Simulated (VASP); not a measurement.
Wanted: the native input for a VASP 6.6.1 run.

| Quantity | Value |
| --- | --- |
| Task | single point |
| Functional | LDA |
| Potentials or basis | VASP PAW LDA potentials, release 64 (Sn_d, O) |
| Cutoff | 520 eV |
| k mesh | 6 × 8 × 3 |
| Occupations | gaussian, width 0.05 eV |
| Spin | no spin polarisation |
| Dipole correction | no |
| Further INCAR settings | ALGO = Normal; EDIFF = 1e-07; NBANDS = 50 |

The structure of SnO lies in POSCAR:

```
SnO
1.0
    0.0000000000      0.0000000000     -4.2219700000
   -3.3550050000      0.0000000000      0.0000000000
    0.0000000000     11.3482080000     -1.6887880000
Sn O
4 4
Direct
    0.1404742000      0.0000000000      0.8659545000
    0.3404742000      0.0000000000      0.3659545000
    0.9332378000      0.5000000000      0.1340455000
    0.7332378000      0.5000000000      0.6340455000
    0.1848930000      0.0000000000      0.1956250000
   -0.0151070000      0.0000000000      0.6956250000
    0.4413930000      0.5000000000      0.8043750000
    0.6413930000      0.5000000000      0.3043750000
```

This cell differs from its parent crystal: the part above a cut slid along it.

These files were run (other wordings do the same):

INCAR

```
PREC = Accurate
ENCUT = 520
EDIFF = 1E-7
ISMEAR = 0
SIGMA = 0.05
LREAL = False
LASPH = True
NELM = 60
ALGO = Normal
ISIF = 2
LWAVE = False
LCHARG = False
NBANDS = 50
```

KPOINTS

```
regular mesh
0
Gamma
  6 8 3
```

Potentials or basis: VASP PAW LDA potentials, release 64 (Sn_d, O).

The run is started by

```console
$ cat potpaw_LDA.64/Sn_d/POTCAR potpaw_LDA.64/O/POTCAR > POTCAR
$ mpirun -np 1 vasp_std > vasp.out
```

It gave:

```yaml
Pressure: -4.2 GPa
Largest_force: 1.088 eV/Å
Band_gap_on_the_k_mesh: 1.00 eV (least direct gap 1.62 eV)
```

Caveat: the cell differs from its parent crystal (the part above a cut slid along it); the cell stands under tension; spin-orbit coupling is left out, which moves the levels of the heavy elements; forces of over 1 eV/Å act on the atoms, so gaps and moduli don't describe the material at rest.

It took 14 min on 1 thread of Intel Xeon 8259CL, on a shared host, peak memory 0.41 GiB.
